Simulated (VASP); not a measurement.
# CdSe (zincblende type) (F-43m) in VASP: notebook

Runs on CdSe (zincblende type). Level: LDA. Tasks: single point.

Everything below comes from runs of VASP 6.6.1. Logs are shortened: lines on timing, memory, paths and dates and some standing lists are left out, and cuts for length are marked.

## Step 1: The cell of the first run

It takes space group F-43m (No. 216, cubic). Conventional cell: a = 4.923 Å, b = 4.923 Å, c = 4.923 Å, α = 90.00°, β = 90.00°, γ = 90.00°. Cd (site symmetry -43m) has 4 Se at 2.13 Å within 2.8 Å. Se (site symmetry -43m) has 4 Cd at 2.13 Å within 2.8 Å.

## Step 2: Single point, LDA (volume scaled by 0.55)

INCAR

```
SYSTEM = CdSe
PREC = Accurate
ENCUT = 520
EDIFF = 1E-6
ISMEAR = -1
SIGMA = 0.05
LREAL = .FALSE.
LASPH = .TRUE.
NELM = 100
ALGO = Normal
ISIF = 2
LWAVE = .FALSE.
LCHARG = .TRUE.
GGA = CA
LELF = .TRUE.
LVHAR = .TRUE.
NBANDS = 16
```

KPOINTS

```
Automatic mesh
0
G
  11 11 11
  0 0 0
```

POSCAR

```
CdSe
1.0
    0.0000000000      2.4615504538      2.4615504538
    2.4615504538      0.0000000000      2.4615504538
    2.4615504538      2.4615504538      0.0000000000
Cd Se
1 1
Direct
    0.0000000000      0.0000000000      0.0000000000
    0.2500000000      0.2500000000      0.2500000000
```

Potentials or basis: VASP PAW LDA potentials, release 64 (Cd, Se).

Started as:

```console
$ cat potpaw_LDA.64/Cd/POTCAR potpaw_LDA.64/Se/POTCAR > POTCAR
$ mpirun -np 1 vasp_std > vasp.out
```

OUTCAR:

```text
SYSTEM = CdSe
   PREC = Accurate
   ENCUT = 520
   EDIFF = 1E-6
   ISMEAR = -1
   LREAL = .FALSE.
   LASPH = .TRUE.
   NELM = 100
   ISIF = 2
   GGA = CA

 ion  position               nearest neighbor table
   1  0.000  0.000  0.000-   2 2.13   2 2.13   2 2.13   2 2.13
   2  0.250  0.250  0.250-   1 2.13   1 2.13   1 2.13   1 2.13

  LATTYP: Found a face centered cubic cell.
 ALAT       =     4.9231009076

  Lattice vectors:

 A1 = (   0.0000000000,   2.4615504538,   2.4615504538)
 A2 = (   2.4615504538,   0.0000000000,   2.4615504538)
 A3 = (   2.4615504538,   2.4615504538,   0.0000000000)

Analysis of symmetry for initial positions (statically):
=====================================================================
 Subroutine PRICEL returns:
 Original cell was already a primitive cell.

 Routine SETGRP: Setting up the symmetry group for a
 face centered cubic supercell.

 Subroutine GETGRP returns: Found 24 space group operations
 (whereof 24 operations were pure point group operations)
 out of a pool of 48 trial point group operations.

The static configuration has the point symmetry T_d .

Analysis of symmetry for dynamics (positions and initial velocities):
=====================================================================
 Subroutine PRICEL returns:
 Original cell was already a primitive cell.

 Routine SETGRP: Setting up the symmetry group for a
 face centered cubic supercell.

 Subroutine GETGRP returns: Found 24 space group operations
 (whereof 24 operations were pure point group operations)
 out of a pool of 48 trial point group operations.

The dynamic configuration has the point symmetry T_d .

 Subroutine INISYM returns: Found 24 space group operations
 (whereof 24 operations are pure point group operations),
 and found     1 'primitive' translations

----------------------------------------------------------------------------------------

                                     Primitive cell

  volume of cell :      29.8302

  direct lattice vectors                    reciprocal lattice vectors
     0.000000000  2.461550454  2.461550454    -0.203124010  0.203124010  0.203124010
     2.461550454  0.000000000  2.461550454     0.203124010 -0.203124010  0.203124010
     2.461550454  2.461550454  0.000000000     0.203124010  0.203124010 -0.203124010

  length of vectors
     3.481158036  3.481158036  3.481158036     0.351821106  0.351821106  0.351821106

  position of ions in fractional coordinates (direct lattice)
     0.000000000  0.000000000  0.000000000
     0.250000000  0.250000000  0.250000000

  ion indices of the primitive-cell ions
   primitive index   ion index
                 1           1
                 2           2

----------------------------------------------------------------------------------------

 KPOINTS: Automatic mesh

Automatic generation of k-mesh.
 Grid dimensions read from file:
 generate k-points for:   11   11   11

 Generating k-lattice:

  Cartesian coordinates                     Fractional coordinates (reciprocal lattice)
    -0.018465819  0.018465819  0.018465819     0.090909091  0.000000000  0.000000000
     0.018465819 -0.018465819  0.018465819     0.000000000  0.090909091  0.000000000
     0.018465819  0.018465819 -0.018465819     0.000000000  0.000000000  0.090909091

  Length of vectors
     0.031983737  0.031983737  0.031983737

  Shift w.r.t. Gamma in fractional coordinates (k-lattice)
     0.000000000  0.000000000  0.000000000

 Subroutine IBZKPT returns following result:
 ===========================================

 Found     56 irreducible k-points:

 Following reciprocal coordinates:
            Coordinates               Weight
  0.000000  0.000000  0.000000      1.000000
  0.090909  0.000000  0.000000      8.000000
  0.181818  0.000000  0.000000      8.000000
  0.272727  0.000000  0.000000      8.000000
  0.363636  0.000000  0.000000      8.000000
  0.454545  0.000000  0.000000      8.000000
[... 16 lines left out ...]
 -0.272727  0.181818  0.000000     24.000000
 -0.181818  0.181818  0.000000     12.000000
 [... further k-points ...]
   k-points           NKPTS =     56   k-points in BZ     NKDIM =     56   number of bands    NBANDS=     16
   number of dos      NEDOS =    301   number of ions     NIONS =      2
   total plane-waves  NPLWV =  21952
   dimension x,y,z NGX =    28 NGY =   28 NGZ =   28
   dimension x,y,z NGXF=    56 NGYF=   56 NGZF=   56
   ions per type =               1   1
   NGX,Y,Z   is equivalent  to a cutoff of  13.37, 13.37, 13.37 a.u.
   NGXF,Y,Z  is equivalent  to a cutoff of  26.74, 26.74, 26.74 a.u.
 SYSTEM =  CdSe
   PREC   = accura    normal or accurate (medium, high low for compatibility)
   ISTART =      0    job   : 0-new  1-cont  2-samecut
   ICHARG =      2    charge: 1-file 2-atom 10-const
   ISPIN  =      1    spin polarized calculation?
   LNONCOLLINEAR =      F non collinear calculations
   LSORBIT =      F    spin-orbit coupling
   LASPH  =      T    aspherical Exc in radial PAW
   ENCUT  =  520.0 eV  38.22 Ry    6.18 a.u.   6.47  6.47  6.47*2*pi/ulx,y,z
   NELM   =    100;   NELMIN=  2; NELMDL= -5     # of ELM steps
   EDIFF  = 0.1E-05   stopping-criterion for ELM
   LREAL  =      F    real-space projection
   EDIFFG = 0.1E-04   stopping-criterion for IOM
   NSW    =      0    number of steps for IOM
   IBRION =     -1    ionic relax: 0-MD 1-quasi-New 2-CG
   NFREE  =      0    steps in history (QN), initial steepest desc. (CG)
   ISIF   =      2    stress and relaxation
   ISYM   =      2    0-nonsym 1-usesym 2-fastsym
   POTIM  = 0.5000    time-step for ionic-motion
   TEBEG  =    0.0;   TEEND  =   0.0 temperature during run
   PSTRESS=    0.0 pullay stress
   NELECT =      18.0000    total number of electrons
   NUPDOWN=      -1.0000    fix difference up-down
   EMIN   =  10.00;   EMAX   =-10.00  energy-range for DOS
   EFERMI =   0.00;   METHOD = LEGACY
   ISMEAR =    -1;   SIGMA  =   0.05  broadening in eV -4-tet -1-fermi 0-gaus
   EFERMI_NEDOS =   21; number of points for ismear=-14 and -15
   IALGO  =     38    algorithm
   IMIX   =      4    mixing-type and parameters
     AMIX     =   0.40;   BMIX     =  1.00
     AMIX_MAG =   1.60;   BMIX_MAG =  1.00
  volume/ion in A,a.u.               =      14.92       100.65
  Fermi-wavevector in a.u.,A,eV,Ry     =   1.383397  2.614242 26.038668  1.913788
  Thomas-Fermi vector in A             =   2.507999
   LORBIT       =      0    0 simple, 1 ext, 2 COOP (PROOUT), +10 PAW based schemes
   GGA     = CA    functional components
   LHFCALC =     F    Hartree Fock is set to
   AEXX    =    0.0000 exact exchange contribution
   IVDW    =     0    specifies the selected vdW correction
   LEPSILON=     F    determine dielectric tensor
   LRPA    =     F    only Hartree local field effects (RPA)
 non-spin polarized calculation
  energy-cutoff  :      520.00
  volume of cell :       29.83
 maximum number of plane-waves:       821
 NGX is ok and might be reduce to    28
   NGX = 13   NGY = 13   NGZ = 13

 number of electron      18.0000004 magnetization

 Free energy of the ion-electron system (eV)
  ---------------------------------------------------
  ext. energy  EPLUGINS =         0.00000000
  ---------------------------------------------------
  free energy    TOTEN  =        -0.40600587 eV

  energy without entropy =       -0.40600582  energy(sigma->0) =       -0.40600584

 E-fermi :   9.4540     XC(G=0): -12.4144

 val. band max:        8.8674140696   @ k =   0.0000   0.0000   0.0000
 cond. band min:      10.0784151748   @ k =   0.4545   0.4545   0.0000
 fundamental gap:      1.2110011052
 Fermi energy:         9.4539553339

 k-point     1 :       0.0000    0.0000    0.0000
  band No.  band energies     occupation
      1     -10.0041      2.00000
      2      -4.1746      2.00000
      3      -4.1746      2.00000
      4      -4.1746      2.00000
      5      -2.6702      2.00000
      6      -2.6702      2.00000
[... 8 lines left out ...]
     15      21.0871      0.00000
     16      21.0871      0.00000

 k-point     2 :       0.0909    0.0000    0.0000
  band No.  band energies     occupation
      1      -9.9092      2.00000
      2      -4.1600      2.00000
      3      -4.1378      2.00000
      4      -4.1378      2.00000
      5      -2.6776      2.00000
      6      -2.6776      2.00000
[... 8 lines left out ...]
     15      19.7416      0.00000
     16      19.9586      0.00000

 k-point     3 :       0.1818    0.0000    0.0000
  band No.  band energies     occupation
      1      -9.6507      2.00000
      2      -4.0744      2.00000
      3      -4.0448      2.00000
      4      -4.0448      2.00000
      5      -2.6865      2.00000
      6      -2.6865      2.00000
[... 8 lines left out ...]
     15      19.0184      0.00000
     16      19.6323      0.00000

 k-point     4 :       0.2727    0.0000    0.0000
  band No.  band energies     occupation
      1      -9.3069      2.00000
      2      -3.9407      2.00000
      3      -3.9407      2.00000
      4      -3.8054      2.00000
      5      -2.6672      2.00000
      6      -2.6672      2.00000
[... 8 lines left out ...]
     15      19.3452      0.00000
     16      19.6078      0.00000

 k-point     5 :       0.3636    0.0000    0.0000
  band No.  band energies     occupation
      1      -8.9941      2.00000
      2      -3.8695      2.00000
      3      -3.8695      2.00000
      4      -3.2133      2.00000
      5      -2.6096      2.00000
      6      -2.6096      2.00000
[... 8 lines left out ...]
     15      20.6191      0.00000
     16      20.6191      0.00000

 k-point     6 :       0.4545    0.0000    0.0000
  band No.  band energies     occupation
      1      -8.8148      2.00000
      2      -3.8404      2.00000
      3      -3.8404      2.00000
      4      -2.5541      2.00000
      5      -2.5541      2.00000
      6      -2.2376      2.00000
[... 8 lines left out ...]
     15      22.1873      0.00000
     16      22.1873      0.00000

 k-point     7 :       0.0909    0.0909    0.0000
  band No.  band energies     occupation
      1      -9.8776      2.00000
      2      -4.1900      2.00000
      3      -4.1075      2.00000
      4      -4.1075      2.00000
      5      -2.7132      2.00000
      6      -2.6481      2.00000
[... 8 lines left out ...]
     15      21.1394      0.00000
     16      21.2014      0.00000

 k-point     8 :       0.1818    0.0909    0.0000
  band No.  band energies     occupation
      1      -9.6734      2.00000
      2      -4.1637      2.00000
      3      -4.0149      2.00000
      4      -4.0140      2.00000
      5      -2.7493      2.00000
      6      -2.6304      2.00000
[... 8 lines left out ...]
     15      20.3425      0.00000
     16      20.8825      0.00000

 k-point     9 :       0.2727    0.0909    0.0000
  band No.  band energies     occupation
      1      -9.3572      2.00000
      2      -4.0357      2.00000
      3      -3.9026      2.00000
      4      -3.8513      2.00000
      5      -2.7463      2.00000
      6      -2.6056      2.00000
[... 8 lines left out ...]
     15      20.2915      0.00000
     16      20.4916      0.00000
[... 172 lines left out ...]
 k-point    19 :       0.3636    0.1818    0.0000
  band No.  band energies     occupation
      1      -8.9763      2.00000
      2      -3.9826      2.00000
      3      -3.6745      2.00000
      4      -3.5598      2.00000
      5      -2.6515      2.00000
      6      -2.5181      2.00000
[... 8 lines left out ...]
     15      21.8325      0.00000
     16      22.5026      0.00000

 k-point    20 :       0.4545    0.1818    0.0000
  band No.  band energies     occupation
      1      -8.7479      2.00000
      2      -3.8726      2.00000
      3      -3.6228      2.00000
      4      -3.2156      2.00000
      5      -2.5085      2.00000
      6      -2.1836      2.00000
[... 8 lines left out ...]
     15      22.9188      0.00000
     16      23.2656      0.00000

 k-point    21 :      -0.4545    0.1818    0.0000
  band No.  band energies     occupation
      1      -8.6524      2.00000
      2      -3.8404      2.00000
      3      -3.6219      2.00000
      4      -2.9271      2.00000
      5      -2.5619      2.00000
      6      -1.3025      2.00000
[... 8 lines left out ...]
     15      22.0753      0.00000
     16      22.7082      0.00000

 k-point    22 :      -0.3636    0.1818    0.0000
  band No.  band energies     occupation
      1      -8.7093      2.00000
      2      -3.8262      2.00000
      3      -3.6628      2.00000
      4      -2.9359      2.00000
      5      -2.6680      2.00000
      6      -1.9645      2.00000
[... 8 lines left out ...]
     15      20.9422      0.00000
     16      22.5896      0.00000

 k-point    23 :      -0.2727    0.1818    0.0000
  band No.  band energies     occupation
      1      -8.9068      2.00000
      2      -3.8293      2.00000
      3      -3.7512      2.00000
      4      -3.3772      2.00000
      5      -2.7598      2.00000
      6      -2.3816      2.00000
[... 8 lines left out ...]
     15      21.8352      0.00000
     16      23.7357      0.00000

 k-point    24 :      -0.1818    0.1818    0.0000
  band No.  band energies     occupation
      1      -9.1923      2.00000
      2      -3.8961      2.00000
      3      -3.8770      2.00000
      4      -3.7680      2.00000
      5      -2.7836      2.00000
      6      -2.5290      2.00000
[... 8 lines left out ...]
     15      21.9403      0.00000
     16      22.4806      0.00000

 [... further k-points ...]

------------------------ aborting loop because EDIFF is reached ----------------------------------------

  FORCE on cell =-STRESS in cart. coord.  units (eV):
  Direction    XX          YY          ZZ          XY          YZ          ZX
  --------------------------------------------------------------------------------------
  -------------------------------------------------------------------------------------
  Total       27.0590303     27.0590303     27.0590303     -0.0000000     -0.0000000     -0.0000000
  in kB     1453.3378716   1453.3378716   1453.3378716     -0.0000000     -0.0000000     -0.0000000
  external PRESSURE =    1453.3378716 kB  Pullay stress =       0.0000000 kB

 VOLUME and BASIS-vectors are now :
 -----------------------------------------------------------------------------
  energy-cutoff  :      520.00
  volume of cell :       29.83
      direct lattice vectors                 reciprocal lattice vectors
     0.000000000  2.461550454  2.461550454    -0.203124010  0.203124010  0.203124010
     2.461550454  0.000000000  2.461550454     0.203124010 -0.203124010  0.203124010
     2.461550454  2.461550454  0.000000000     0.203124010  0.203124010 -0.203124010

 POSITION                                       TOTAL-FORCE (eV/Angst)
 -----------------------------------------------------------------------------------
      0.00000      0.00000      0.00000        -0.000000     -0.000000     -0.000000
      1.23078      1.23078      1.23078         0.000000      0.000000      0.000000
 -----------------------------------------------------------------------------------
    total drift:                                0.000000      0.000000      0.000000

  FREE ENERGIE OF THE ION-ELECTRON SYSTEM (eV)
  ---------------------------------------------------
  free  energy   TOTEN  =        -0.4060058671 eV

  energy  without entropy=       -0.4060058153  energy(sigma->0) =       -0.40600584
```

Wall time 15 s (1 thread of Intel Xeon 6975P-C (Granite Rapids), shared host); peak memory 0.15 GiB.

Results:

* Free energy: -0.4060 eV
* Pressure: 145.3 GPa
* Band gap on the k mesh: 1.21 eV, indirect (least direct gap 1.23 eV)

Levels at points of the mesh, in eV from the valence-band top:
```
           k point  band 5  band 6  band 7  band 8  band 9  band 10  band 11  band 12  band 13  band 14
(0.00, 0.00, 0.00)  -11.54  -11.54    0.00    0.00    0.00     1.23     4.86     4.86     4.86    11.17
```

 A k mesh can miss the band edges.

## Step 3: Single point, LDA (volume scaled by 0.55, level accurate)

INCAR

```
ALGO = Normal
EDIFF = 1E-6
ENCUT = 520
GGA = CA
ISIF = 2
ISMEAR = -1
LASPH = True
LCHARG = False
LREAL = False
LWAVE = False
NBANDS = 16
NELM = 60
PREC = Accurate
SIGMA = 0.05
```

KPOINTS

```
k-points
0
Gamma
  11 11 11
```

POSCAR is that of step 2.

Potentials or basis: VASP PAW LDA potentials, release 64 (Cd, Se).

Started as:

```console
$ cat potpaw_LDA.64/Cd/POTCAR potpaw_LDA.64/Se/POTCAR > POTCAR
$ mpirun -np 1 vasp_std > vasp.out
```

Run time: 13 s. Hardware: 1 thread of Intel Xeon 6975P-C (Granite Rapids), shared host; peak memory 0.15 GiB.

It converged, with:

* Free energy: -0.4060 eV
* Pressure: 145.3 GPa
* Band gap on the k mesh: 1.21 eV, indirect (least direct gap 1.23 eV)

Levels at points of the mesh, in eV from the valence-band top:
```
           k point  band 7  band 8  band 9  band 10  band 11  band 12
(0.00, 0.00, 0.00)    0.00    0.00    0.00     1.23     4.86     4.86
```

 A k mesh can miss the band edges.
